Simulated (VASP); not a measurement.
Runs of VASP 6.6.1 on Rh. The structure is that of space group Fm-3m (No. 225), or close to it. The cells are those of the table. 

```tsv
cell	gap on the mesh (eV)	pressure (GPa)
a = 2.719 Å, angles 60.0°, 1 atom	none	(a)
a = 2.666 Å, angles 60.0°, 1 atom	none	13.9
a = 2.702 Å, angles 60.0°, 1 atom	none	2.1
a = 2.684 Å, angles 60.0°, 1 atom	none	7.6
a = 2.648 Å, angles 60.0°, 1 atom	none	21.0
a = 2.737 Å, angles 60.0°, 1 atom	none	(b)
a = 2.629 Å, angles 60.0°, 1 atom	none	29.0
```

Alike in all rows: task single point; level PBE; potentials or basis VASP PAW PBE potentials, release 64 (Rh_pv); no spin polarisation; k mesh 10 × 10 × 10; cutoff (eV) 500; smearing fermi-dirac 0.05 eV.

**Question.** Estimate the missing entries.

**Answer.** (a) -2.9; (b) -7.2.

A k mesh can miss the band edges, and the runs leave out spin-orbit coupling on Rh.

A gap of «none» marks levels without a gap at the run's occupations.
